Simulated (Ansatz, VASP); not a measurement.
## Mo: VASP beside Ansatz

File INCAR:

```
SYSTEM = Mo
PREC = Accurate
ENCUT = 520
EDIFF = 1E-6
ISMEAR = -1
SIGMA = 0.05
LREAL = .FALSE.
LASPH = .TRUE.
NELM = 80
ALGO = Normal
ISIF = 2
LWAVE = .FALSE.
LCHARG = .TRUE.
LELF = .TRUE.
LVHAR = .TRUE.
NBANDS = 21
```

The input KPOINTS:

```
regular mesh
0
G
  10 10 10
  0 0 0
```

Contents of POSCAR:

```
Mo
1.0
    0.0000000000      2.7041431590      2.7041431590
    2.7041431590      0.0000000000      2.7041431590
    2.7041431590      2.7041431590      0.0000000000
Mo
2
Direct
   -0.1700000000     -0.1100000000     -0.1100000000
    0.1700000000      0.1100000000      0.1100000000
```

Input for Ansatz:

```yaml
crystal:
  lattice:
    - [0.0, 2.704143159, 2.704143159]
    - [2.704143159, 0.0, 2.704143159]
    - [2.704143159, 2.704143159, 0.0]
  atoms:
    - { symbol: Mo, position: [-0.17, -0.11, -0.11] }
    - { symbol: Mo, position: [0.17, 0.11, 0.11] }
kpoints:
  mp_grid: { grid: [10, 10, 10] }
scf:
  occupations: { method: fermi_dirac, width: 0.05 }
hamiltonian:
  xc: lda
  pseudopotentials: { kind: all_electron, lapw: { basis_error: 0.001 } }
output:
  forces: true
  stress: true
  eigenvalues: true
  populations: true
```

Change from the starting cell: shortest bond scaled by 0.88, LAPW.

Alike in both runs: task single point; functional LDA; k mesh 10 × 10 × 10; occupations fermi-dirac, width 0.05 eV; no spin polarisation.

|  | VASP | Ansatz |
| --- | --- | --- |
| version | VASP 6.6.1 | Ansatz 0.2.0 |
| potentials or method | VASP PAW LDA potentials, release 64 (Mo_sv), cutoff 520 eV | all-electron LAPW, scalar-relativistic |

VASP gave:

* pressure (GPa): 18.9
* traceless stress, the component that is largest in VASP (GPa): -12.13
* rms of the force components (eV/Å): 1.729

Problem. Which values does Ansatz return?

Solution. Pressure (GPa): 16.9; traceless stress, the component that is largest in VASP (GPa): -10.40; rms of the force components (eV/Å): 1.374.

LDA's correlation is that of Perdew and Zunger in VASP and of Perdew and Wang (1992) in Ansatz. Atom by atom the forces differ by 0.355 eV/Å (rms over components). Ansatz ran all-electron here, and VASP with PAW potentials.
